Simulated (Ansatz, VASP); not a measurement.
**NaH: VASP beside Ansatz**

The input INCAR:

```
PREC = Accurate
ENCUT = 520
EDIFF = 1E-7
ISMEAR = 0
SIGMA = 0.01
LREAL = F
LASPH = T
NELM = 80
ALGO = Normal
ISIF = 2
LWAVE = F
LCHARG = F
GGA = PE
NBANDS = 11
```

File KPOINTS:

```
regular mesh
0
Gamma
  8 8 8
```

The input POSCAR:

```
NaH
1.0
    2.9943376374      0.0000000000      0.0000000000
    0.0000000000      2.9943376374      0.0000000000
    0.0000000000      0.0000000000      2.9943376374
Na H
1 1
Direct
    0.0000000000      0.0000000000      0.0000000000
    0.5000000000      0.5000000000      0.5000000000
```

Input for Ansatz:

```yaml
crystal:
  lattice:
    - [2.9943376374, 0.0, 0.0]
    - [0.0, 2.9943376374, 0.0]
    - [0.0, 0.0, 2.9943376374]
  atoms:
    - { symbol: Na, position: [0.0, 0.0, 0.0] }
    - { symbol: H, position: [0.5, 0.5, 0.5] }
kpoints:
  mp_grid: { grid: [8, 8, 8] }
hamiltonian:
  xc: pbe
scf:
  occupations: { method: fixed }
  n_extra_bands: 4
output:
  forces: true
  stress: true
  eigenvalues: true
```

Alike in both runs: task single point; functional PBE; k mesh 8 × 8 × 8; no spin polarisation.

```csv
,VASP,Ansatz
version,VASP 6.6.1,Ansatz 0.2.0
potentials or method,"VASP PAW PBE potentials, release 64 (Na_pv, H)","plane waves, PAW"
plane-wave cutoff (eV),520,420
occupations,"gaussian, width 0.01 eV",fixed
valence electrons in the cell,8,10
```

```csv
,VASP,Ansatz,Ansatz less VASP
gap on the k mesh at the Fermi level (eV),1.03,1.04,+0.003
pressure (GPa),-0.7,-0.7,+0.05
```

VASP's potentials hold 8 valence electrons a cell and Ansatz's 10, so a difference there can come from the potentials and not from the codes.
